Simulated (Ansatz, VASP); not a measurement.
**Si: VASP beside Ansatz**

The input INCAR:

```
ALGO     = Normal         # electronic algorithm
EDIFF    = 1E-7           # SCF threshold, eV
ENCUT    = 520            # plane-wave cutoff, eV
GGA      = PS             # functional
ISIF     = 2              # what is computed and relaxed
ISMEAR   = 0              # smearing method
LASPH    = T              # aspherical terms in the spheres
LCHARG   = F              # write CHGCAR
LREAL    = F              # projectors in reciprocal space
LWAVE    = F              # write WAVECAR
NBANDS   = 11             # bands
NELM     = 80             # most SCF steps
PREC     = Accurate       # precision mode
SIGMA    = 0.01           # smearing width, eV
```

Contents of KPOINTS:

```
k-points
0
Gamma
  12 12 12
```

Contents of POSCAR:

```
Si
1.0
    0.0000000000      2.7507277814      2.7507277814
    2.7507277814      0.0000000000      2.7507277814
    2.7507277814      2.7507277814      0.0000000000
Si
2
Direct
    0.0000000000      0.0000000000      0.0000000000
    0.2500000000      0.2500000000      0.2500000000
```

Input for Ansatz:

```yaml
crystal:
  lattice:
    - [0.0, 2.7507277814, 2.7507277814]
    - [2.7507277814, 0.0, 2.7507277814]
    - [2.7507277814, 2.7507277814, 0.0]
  atoms:
    - { symbol: Si, position: [0.0, 0.0, 0.0] }
    - { symbol: Si, position: [0.25, 0.25, 0.25] }
scf:
  occupations: { method: fixed }
output:
  forces: true
  stress: true
  eigenvalues: true
  write_density: true
  write_potential: true
  elf: true
  volumetric_format: npy
hamiltonian:
  xc: pbesol
basis:
  ecutwfc: 500
kpoints:
  mp_grid: { grid: [12, 12, 12] }
```

Alike in both runs: task single point; functional PBEsol; k mesh 12 × 12 × 12; no spin polarisation.

|  | VASP | Ansatz |
| --- | --- | --- |
| version | VASP 6.6.1 | Ansatz 0.2.0 |
| potentials or method | VASP PAW PBE potentials, release 64 (Si), cutoff 520 eV | scalar-relativistic, plane waves, PAW |
| occupations | gaussian, width 0.01 eV | fixed |
| valence electrons in the cell | 8 | 8 |

Ansatz gave:

* gap on the k mesh at the Fermi level (eV): 0.53
* least direct gap on the mesh (eV): 2.50
* pressure (GPa): -3.2

Q: Estimate VASP's values.

A: gap on the k mesh at the Fermi level (eV): 0.52; least direct gap on the mesh (eV): 2.50; pressure (GPa): -3.1.

VASP's potentials were made for PBE, not for PBEsol.
